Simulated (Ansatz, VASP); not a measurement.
Given: the input of a run of Ansatz 0.2.0 on O.

Contents of input.yaml:

```yaml
crystal:
  lattice:
    - [0.0, 1.889885, 3.898837]
    - [1.501773, 0.0, 3.898837]
    - [1.501773, 1.889885, 0.0]
  atoms:
    - { symbol: O, position: [0.578902, 0.578902, 0.421098] }
    - { symbol: O, position: [0.421098, 0.421098, 0.578902] }
kpoints:
  mp_grid: { grid: [12, 12, 12] }
scf:
  occupations: { method: fermi_dirac, width: 0.05 }
hamiltonian:
  xc: pbe
  pseudopotentials: { kind: all_electron, lapw: { basis_error: 0.001 } }
output:
  forces: true
  stress: true
  eigenvalues: true
  populations: true
```

Potentials or basis: all-electron LAPW, scalar-relativistic.

Command:

```bash
$ ansatz run input.yaml --threads 1 --pin off --max-ram 3072MiB --backend cpu --events-out ev --progress --plain --runs-dir out
```

**Question.** Translate it to VASP 6.6.1. Potentials there: VASP PAW PBE potentials, release 64 (O).

**Answer.** As run (the cutoff follows the program's own potentials):

INCAR

```
ALGO     = Normal         # electronic algorithm
EDIFF    = 1E-6           # SCF threshold, eV
ENCUT    = 520            # plane-wave cutoff, eV
GGA      = PE             # functional
ISIF     = 2              # what is computed and relaxed
ISMEAR   = -1             # smearing method
LASPH    = T              # aspherical terms in the spheres
LCHARG   = T              # write CHGCAR
LELF     = T              # ELF
LREAL    = F              # projectors in reciprocal space
LVHAR    = T            
LWAVE    = F              # write WAVECAR
NBANDS   = 13             # bands
NELM     = 80             # most SCF steps
PREC     = Accurate       # precision mode
SIGMA    = 0.05           # smearing width, eV
```

File KPOINTS:

```
k-points
0
Gamma
  12 12 12
```

The input POSCAR:

```
O
1.0
    0.0000000000      1.8898850000      3.8988370000
    1.5017730000      0.0000000000      3.8988370000
    1.5017730000      1.8898850000      0.0000000000
O
2
Direct
    0.5789020000      0.5789020000      0.4210980000
    0.4210980000      0.4210980000      0.5789020000
```

Potentials or basis: VASP PAW PBE potentials, release 64 (O).

Command:

```sh
$ cat potpaw_PBE.64/O/POTCAR > POTCAR
$ mpirun -np 1 vasp_std > vasp.out
```

Both were run:

|  | VASP | Ansatz | Ansatz less VASP |
| --- | --- | --- | --- |
| gap on the k mesh at the Fermi level (eV) | none | none | - |
| pressure (GPa) | 0.8 | -2.1 | -2.90 |
| traceless stress, the component that is largest in VASP (GPa) | 1.42 | 4.65 | +3.227 |
| rms of the force components (eV/Å) | 0.070 | 0.706 | +0.6358 |

Atom by atom the forces differ by 0.636 eV/Å (rms over components). A gap of «none» marks a metal or a gap that the smearing closes. Ansatz ran all-electron here, and VASP with PAW potentials.

Noted on VASP's run: the standard files for N, O and F lose accuracy on very short bonds; spin is off for a triplet molecule. Noted on Ansatz's run: spin is off for a triplet molecule.
